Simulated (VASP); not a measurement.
# AlN (P1) in VASP: further runs

Runs on AlN. Level: PBE. Tasks: single point, relaxation of the atoms.

Program: VASP 6.6.1. These are calculated values, not measurements. Logs are shortened: lines on timing, memory, paths and dates and some standing lists are left out, and cuts for length are marked.

## (1) The cell of the first run

The typed cell holds 2 atoms: a = 2.863 Å, b = 3.044 Å, c = 3.118 Å, α = 67.06°, β = 60.99°, γ = 56.65°.

## (2) Single point, PBE (atoms moved at random and the cell strained at random)

INCAR reads:

```
PREC     = Accurate       # precision mode
ENCUT    = 520            # plane-wave cutoff, eV
EDIFF    = 1E-7           # SCF threshold, eV
ISMEAR   = 0              # smearing method
SIGMA    = 0.05           # smearing width, eV
LREAL    = F              # projectors in reciprocal space
LASPH    = T              # aspherical terms in the spheres
NELM     = 100            # most SCF steps
ALGO     = Normal         # electronic algorithm
ISIF     = 2              # what is computed and relaxed
LWAVE    = F              # write WAVECAR
LCHARG   = F              # write CHGCAR
GGA      = PE             # functional
NBANDS   = 11             # bands
```

KPOINTS reads:

```
Automatic mesh
0
Gamma
  8 8 8
```

POSCAR reads:

```
AlN
1.0
    0.1157717734      1.9684110059      2.0755267804
    2.0238507968     -0.0814220902      2.2727206439
    2.1286101825      2.2703642551     -0.1861814758
Al N
1 1
Direct
   -0.0111908501     -0.0300770952     -0.0250535999
    0.7611908501      0.7800770952      0.7750535999
```

Potentials or basis: VASP PAW PBE potentials, release 64 (Al, N).

On the command line:

```console
cat potpaw_PBE.64/Al/POTCAR potpaw_PBE.64/N/POTCAR > POTCAR
mpirun -np 1 vasp_std > vasp.out
```

OUTCAR:

```text
PREC = Accurate
   ENCUT = 520
   EDIFF = 1E-7
   ISMEAR = 0
   LREAL = F
   LASPH = T
   NELM = 100
   ISIF = 2
   GGA = PE

 ion  position               nearest neighbor table
   1  0.989  0.970  0.975-   2 1.50   2 1.78   2 2.08   2 2.17
   2  0.761  0.780  0.775-   1 1.50   1 1.78   1 2.08   1 2.17

  Warning from LATTYP: Got some problem with cell dimensions!
  Tried to take original basis but could not verify dimensions!
  LATTYP: Found a triclinic cell.
 ALAT       =     5.8146983221
 B/A-ratio  =     0.9727276524
 C/A-ratio  =     1.1136872290
 COS(alpha) =     0.0084952465
 COS(beta)  =     0.6591939999
 COS(gamma) =     0.7519131578

  Lattice vectors:

 A1 = (  -2.1175977948,  -2.6537395945,   4.7206103759)
 A2 = (   1.9190914111,  -2.4332084355,   4.7316227636)
 A3 = (  -6.0495276150,  -0.5224844082,   2.2506958685)

Analysis of symmetry for initial positions (statically):
=====================================================================
 Subroutine PRICEL returns:
 Original cell was already a primitive cell.

 Routine SETGRP: Setting up the symmetry group for a
 triclinic supercell.

 Subroutine GETGRP returns: Found  1 space group operations
 (whereof  1 operations were pure point group operations)
 out of a pool of  2 trial point group operations.

The static configuration has the point symmetry C_1 .

Analysis of symmetry for dynamics (positions and initial velocities):
=====================================================================
 Subroutine PRICEL returns:
 Original cell was already a primitive cell.

 Routine SETGRP: Setting up the symmetry group for a
 triclinic supercell.

 Subroutine GETGRP returns: Found  1 space group operations
 (whereof  1 operations were pure point group operations)
 out of a pool of  2 trial point group operations.

The dynamic configuration has the point symmetry C_1 .

 Subroutine INISYM returns: Found  1 space group operations
 (whereof  1 operations are pure point group operations),
 and found     1 'primitive' translations

----------------------------------------------------------------------------------------

                                     Primitive cell

  volume of cell :      19.5653

  direct lattice vectors                    reciprocal lattice vectors
     0.115771773  1.968411006  2.075526780    -0.262953077  0.266520391  0.243707226
     2.023850797 -0.081422090  2.272720644     0.259576636 -0.226909470  0.200719863
     2.128610183  2.270364255 -0.186181476     0.237290119  0.201246511 -0.204096304

  length of vectors
     2.862840619  3.044316135  3.117723320     0.446733311  0.398944107  0.372104905

  position of ions in fractional coordinates (direct lattice)
     0.988809150  0.969922905  0.974946400
     0.761190850  0.780077095  0.775053600

  ion indices of the primitive-cell ions
   primitive index   ion index
                 1           1
                 2           2

----------------------------------------------------------------------------------------

 KPOINTS: Automatic mesh

Automatic generation of k-mesh.
 Grid dimensions read from file:
 generate k-points for:    8    8    8

 Generating k-lattice:

  Cartesian coordinates                     Fractional coordinates (reciprocal lattice)
    -0.032869135  0.033315049  0.030463403     0.125000000  0.000000000 -0.000000000
     0.032447079 -0.028363684  0.025089983     0.000000000  0.125000000  0.000000000
     0.029661265  0.025155814 -0.025512038    -0.000000000 -0.000000000  0.125000000

  Length of vectors
     0.055841664  0.049868013  0.046513113

  Shift w.r.t. Gamma in fractional coordinates (k-lattice)
     0.000000000  0.000000000  0.000000000

 Subroutine IBZKPT returns following result:
 ===========================================

 Found    260 irreducible k-points:

 Following reciprocal coordinates:
            Coordinates               Weight
  0.000000  0.000000  0.000000      1.000000
  0.125000  0.000000 -0.000000      2.000000
  0.250000  0.000000 -0.000000      2.000000
  0.375000  0.000000 -0.000000      2.000000
  0.500000  0.000000 -0.000000      1.000000
 -0.000000  0.125000  0.000000      2.000000
[... 16 lines left out ...]
  0.125000  0.375000  0.000000      2.000000
  0.250000  0.375000  0.000000      2.000000
 [... further k-points ...]
   k-points           NKPTS =    260   k-points in BZ     NKDIM =    260   number of bands    NBANDS=     11
   number of dos      NEDOS =    301   number of ions     NIONS =      2
   total plane-waves  NPLWV =  13824
   dimension x,y,z NGX =    24 NGY =   24 NGZ =   24
   dimension x,y,z NGXF=    48 NGYF=   48 NGZF=   48
   ions per type =               1   1
   NGX,Y,Z   is equivalent  to a cutoff of  13.94, 13.11, 12.80 a.u.
   NGXF,Y,Z  is equivalent  to a cutoff of  27.87, 26.21, 25.59 a.u.
 SYSTEM =  unknown system
   PREC   = accura    normal or accurate (medium, high low for compatibility)
   ISTART =      0    job   : 0-new  1-cont  2-samecut
   ICHARG =      2    charge: 1-file 2-atom 10-const
   ISPIN  =      1    spin polarized calculation?
   LNONCOLLINEAR =      F non collinear calculations
   LSORBIT =      F    spin-orbit coupling
   LASPH  =      T    aspherical Exc in radial PAW
   ENCUT  =  520.0 eV  38.22 Ry    6.18 a.u.   5.32  5.66  5.80*2*pi/ulx,y,z
   NELM   =    100;   NELMIN=  2; NELMDL= -5     # of ELM steps
   EDIFF  = 0.1E-06   stopping-criterion for ELM
   LREAL  =      F    real-space projection
   EDIFFG = 0.1E-05   stopping-criterion for IOM
   NSW    =      0    number of steps for IOM
   IBRION =     -1    ionic relax: 0-MD 1-quasi-New 2-CG
   NFREE  =      0    steps in history (QN), initial steepest desc. (CG)
   ISIF   =      2    stress and relaxation
   ISYM   =      2    0-nonsym 1-usesym 2-fastsym
   POTIM  = 0.5000    time-step for ionic-motion
   TEBEG  =    0.0;   TEEND  =   0.0 temperature during run
   PSTRESS=    0.0 pullay stress
   NELECT =       8.0000    total number of electrons
   NUPDOWN=      -1.0000    fix difference up-down
   EMIN   =  10.00;   EMAX   =-10.00  energy-range for DOS
   EFERMI =   0.00;   METHOD = LEGACY
   ISMEAR =     0;   SIGMA  =   0.05  broadening in eV -4-tet -1-fermi 0-gaus
   EFERMI_NEDOS =   21; number of points for ismear=-14 and -15
   IALGO  =     38    algorithm
   IMIX   =      4    mixing-type and parameters
     AMIX     =   0.40;   BMIX     =  1.00
     AMIX_MAG =   1.60;   BMIX_MAG =  1.00
  volume/ion in A,a.u.               =       9.78        66.02
  Fermi-wavevector in a.u.,A,eV,Ry     =   1.215093  2.296193 20.088347  1.476452
  Thomas-Fermi vector in A             =   2.350492
   LORBIT       =      0    0 simple, 1 ext, 2 COOP (PROOUT), +10 PAW based schemes
   GGA     = PE    functional components
   LHFCALC =     F    Hartree Fock is set to
   AEXX    =    0.0000 exact exchange contribution
   IVDW    =     0    specifies the selected vdW correction
   LEPSILON=     F    determine dielectric tensor
   LRPA    =     F    only Hartree local field effects (RPA)
 non-spin polarized calculation
 Gauss-broadening in eV      SIGMA  =   0.05
  energy-cutoff  :      520.00
  volume of cell :       19.57
 maximum number of plane-waves:       537
 NGX is ok and might be reduce to    24
   NGX = 11   NGY = 11   NGZ = 11

 number of electron       8.0000000 magnetization

 Free energy of the ion-electron system (eV)
  ---------------------------------------------------
  ext. energy  EPLUGINS =         0.00000000
  ---------------------------------------------------
  free energy    TOTEN  =       -12.23685620 eV

  energy without entropy =      -12.23685620  energy(sigma->0) =      -12.23685620

 E-fermi :   7.4163     XC(G=0): -11.1493

 val. band max:        7.2087579526   @ k =   0.1250   0.1250   0.2500
 cond. band min:       9.5365853560   @ k =  -0.0000   0.5000   0.5000
 fundamental gap:      2.3278274034
 Fermi energy:         7.4163477692

 k-point     1 :       0.0000    0.0000    0.0000
  band No.  band energies     occupation
      1      -8.8889      2.00000
      2       5.6914      2.00000
      3       6.2571      2.00000
      4       7.2001      2.00000
      5      10.3620      0.00000
      6      17.7278      0.00000
      7      20.3015      0.00000
      8      22.5018      0.00000
      9      22.9015      0.00000
     10      24.9036      0.00000
     11      26.9363      0.00000

 k-point     2 :       0.1250    0.0000   -0.0000
  band No.  band energies     occupation
      1      -8.5851      2.00000
      2       5.2013      2.00000
      3       6.0469      2.00000
      4       6.5629      2.00000
      5      11.2220      0.00000
      6      17.7619      0.00000
      7      19.6056      0.00000
      8      21.3532      0.00000
      9      22.8698      0.00000
     10      23.9988      0.00000
     11      26.0931      0.00000

 k-point     3 :       0.2500    0.0000   -0.0000
  band No.  band energies     occupation
      1      -7.7446      2.00000
      2       3.5809      2.00000
      3       5.7861      2.00000
      4       5.8998      2.00000
      5      12.3805      0.00000
      6      16.5616      0.00000
      7      18.3300      0.00000
      8      20.8644      0.00000
      9      22.3965      0.00000
     10      23.4746      0.00000
     11      25.9899      0.00000

 k-point     4 :       0.3750    0.0000   -0.0000
  band No.  band energies     occupation
      1      -6.6561      2.00000
      2       1.7902      2.00000
      3       5.4520      2.00000
      4       5.6558      2.00000
      5      12.7395      0.00000
      6      15.3701      0.00000
      7      17.1308      0.00000
      8      19.7627      0.00000
      9      23.2539      0.00000
     10      25.5555      0.00000
     11      27.7811      0.00000

 k-point     5 :       0.5000    0.0000   -0.0000
  band No.  band energies     occupation
      1      -6.0670      2.00000
      2       0.9378      2.00000
      3       5.2976      2.00000
      4       5.6109      2.00000
      5      12.6838      0.00000
      6      14.9707      0.00000
      7      16.7116      0.00000
      8      19.2690      0.00000
      9      24.2900      0.00000
     10      26.9721      0.00000
     11      28.9555      0.00000
[... 211 lines left out ...]
 k-point    21 :      -0.1250    0.2500    0.0000
  band No.  band energies     occupation
      1      -7.3860      2.00000
      2       2.2763      2.00000
      3       5.2069      2.00000
      4       6.3544      2.00000
      5      13.5569      0.00000
      6      16.5631      0.00000
      7      18.4108      0.00000
      8      20.0614      0.00000
      9      22.4492      0.00000
     10      25.9365      0.00000
     11      27.3892      0.00000

 k-point    22 :       0.0000    0.3750    0.0000
  band No.  band energies     occupation
      1      -7.2014      2.00000
      2       1.2841      2.00000
      3       5.6024      2.00000
      4       6.4634      2.00000
      5      13.8066      0.00000
      6      16.6735      0.00000
      7      18.9803      0.00000
      8      19.9540      0.00000
      9      22.9919      0.00000
     10      25.2203      0.00000
     11      27.0113      0.00000

 k-point    23 :       0.1250    0.3750    0.0000
  band No.  band energies     occupation
      1      -7.4270      2.00000
      2       2.2862      2.00000
      3       5.1493      2.00000
      4       5.9566      2.00000
      5      13.4645      0.00000
      6      17.0500      0.00000
      7      18.3838      0.00000
      8      20.4140      0.00000
      9      25.5370      0.00000
     10      25.7461      0.00000
     11      27.1326      0.00000

 k-point    24 :       0.2500    0.3750    0.0000
  band No.  band energies     occupation
      1      -7.2623      2.00000
      2       2.5010      2.00000
      3       5.0907      2.00000
      4       5.4942      2.00000
      5      12.1794      0.00000
      6      17.4008      0.00000
      7      17.7881      0.00000
      8      21.3996      0.00000
      9      24.3356      0.00000
     10      27.7869      0.00000
     11      28.7398      0.00000

 [... further k-points ...]

------------------------ aborting loop because EDIFF is reached ----------------------------------------

  FORCE on cell =-STRESS in cart. coord.  units (eV):
  Direction    XX          YY          ZZ          XY          YZ          ZX
  --------------------------------------------------------------------------------------
  -------------------------------------------------------------------------------------
  Total        7.2790842      8.8739077      6.9909742      3.3510042     10.1640659      5.3631130
  in kB      596.0761911    726.6745334    572.4831870    274.4100479    832.3241731    439.1794248
  external PRESSURE =     631.7446372 kB  Pullay stress =       0.0000000 kB

 VOLUME and BASIS-vectors are now :
 -----------------------------------------------------------------------------
  energy-cutoff  :      520.00
  volume of cell :       19.57
      direct lattice vectors                 reciprocal lattice vectors
     0.115771773  1.968411006  2.075526780    -0.262953077  0.266520391  0.243707226
     2.023850797 -0.081422090  2.272720644     0.259576636 -0.226909470  0.200719863
     2.128610183  2.270364255 -0.186181476     0.237290119  0.201246511 -0.204096304

 POSITION                                       TOTAL-FORCE (eV/Angst)
 -----------------------------------------------------------------------------------
      4.15274      4.08089      4.07515         9.013694      7.502191      7.715199
      3.31667      3.19447      3.20847        -9.013694     -7.502191     -7.715199
 -----------------------------------------------------------------------------------
    total drift:                               -0.000247     -0.000143      0.000065

  FREE ENERGIE OF THE ION-ELECTRON SYSTEM (eV)
  ---------------------------------------------------
  free  energy   TOTEN  =       -12.2368561986 eV

  energy  without entropy=      -12.2368561986  energy(sigma->0) =      -12.23685620
```

Run time: 15 s. Hardware: 1 thread of Intel Xeon 6975P-C (Granite Rapids), shared host; peak memory 0.17 GiB.

What came out:

```
Free energy            : -12.2369 eV
Pressure               : 63.2 GPa
Largest force          : 14.038 eV/Å
Band gap on the k mesh : 2.33 eV, indirect (least direct gap 3.16 eV)
```

Forces on the atoms (eV/Å):
```
Al   9.014  7.502  7.715
N   -9.014 -7.502 -7.715
```

Stress tensor (GPa, compression positive):
```
59.61 27.44 43.92
27.44 72.67 83.23
43.92 83.23 57.25
```

Levels at points of the mesh, in eV from the valence-band top:
```
           k point  band 1  band 2  band 3  band 4  band 5  band 6  band 7  band 8  band 9
(0.00, 0.00, 0.00)  -16.10   -1.52   -0.95   -0.01    3.15   10.52   13.09   15.29   15.69
(0.50, 0.00, 0.00)  -13.28   -6.27   -1.91   -1.60    5.47    7.76    9.50   12.06   17.08
(0.00, 0.50, 0.00)  -13.98   -6.75   -1.68   -0.71    7.19    8.94   11.40   12.52   16.58
(0.50, 0.50, 0.00)  -13.44   -6.30   -2.64   -0.98    2.79    9.16   11.82   15.21   17.46
(0.00, 0.00, 0.50)  -14.47   -6.95   -1.66   -0.02    7.37    9.46   12.45   13.84   16.82
(0.50, 0.00, 0.50)  -13.13   -5.81   -2.58   -1.94    2.84    8.07   12.02   14.37   17.63
(0.00, 0.50, 0.50)  -13.05   -5.22   -3.69   -2.33    2.33    8.23   13.51   14.59   17.10
(0.50, 0.50, 0.50)  -13.78   -6.83   -1.51   -0.40    5.79    8.27    9.82   14.40   17.59
```

Caveat: the cell differs from its parent crystal (atoms moved at random and the cell strained at random); forces of over 1 eV/Å act on the atoms, so gaps and moduli don't describe the material at rest.

## (3) Single point, PBE

INCAR reads:

```
SYSTEM = AlN
  PREC = Accurate
  ENCUT = 520
  EDIFF = 1E-6
  ISMEAR = 0
  SIGMA = 0.05
  LREAL = .False.
  LASPH = .True.
  NELM = 60
  ALGO = Normal
  ISIF = 2
  LWAVE = .False.
  LCHARG = .True.
  GGA = PE
  LELF = .True.
  LVHAR = .True.
  NBANDS = 11
```

KPOINTS reads:

```
Automatic mesh
0
Gamma
  8 8 8
  0 0 0
```

POSCAR reads:

```
AlN
1.0
    0.1157717734      1.9684110059      2.0755267804
    2.0238507968     -0.0814220902      2.2727206439
    2.1286101825      2.2703642551     -0.1861814758
Al N
1 1
Direct
   -0.0304529175      0.0147477010      0.0206514566
    0.7804529175      0.7352522990      0.7293485434
```

Potentials or basis: VASP PAW PBE potentials, release 64 (Al, N).

On the command line:

```console
cat potpaw_PBE.64/Al/POTCAR potpaw_PBE.64/N/POTCAR > POTCAR
mpirun -np 1 vasp_std > vasp.out
```

Wall time 14 s (1 thread of Intel Xeon 6975P-C (Granite Rapids), shared host); peak memory 0.17 GiB.

It converged, with:

| Property | Result |
| --- | --- |
| Free energy | -14.2522 eV |
| Pressure | 17.1 GPa |
| Largest force | 0.006 eV/Å |
| Band gap on the k mesh | 1.35 eV, indirect (least direct gap 2.82 eV) |

Forces in eV/Å, atoms in the order of the input:
```
Al   0.003  0.001 -0.005
N   -0.003 -0.001  0.005
```

Stress tensor (GPa, compression positive):
```
 18.01 -21.60   4.84
-21.60  22.54  28.77
  4.84  28.77  10.78
```

Levels at points of the mesh, in eV from the valence-band top:
```
           k point  band 2  band 3  band 4  band 5  band 6  band 7
(0.00, 0.00, 0.00)   -1.81   -0.86    0.00    2.82   10.16   12.23
(0.50, 0.00, 0.00)   -6.55   -2.62   -1.70    5.38    7.66    8.57
(0.00, 0.50, 0.00)   -7.33   -1.26   -1.00    6.75    8.35   10.88
(0.50, 0.50, 0.00)   -6.61   -3.13   -1.40    2.21    8.99   11.87
(0.00, 0.00, 0.50)   -7.77   -1.10   -0.26    7.65    8.53   11.42
(0.50, 0.00, 0.50)   -6.09   -2.87   -2.55    2.17    7.89   11.96
(0.00, 0.50, 0.50)   -5.56   -4.49   -1.88    1.35    7.87   13.62
(0.50, 0.50, 0.50)   -7.06   -2.31   -0.74    5.36    8.27    9.42
```

Caveat: the cell differs from its parent crystal (all atoms moved at random, sigma 0.1 Å a component, cell strained at random, sigma 0.1, then relaxed in part). A k mesh can miss the band edges.

[end of part 1 of 2]
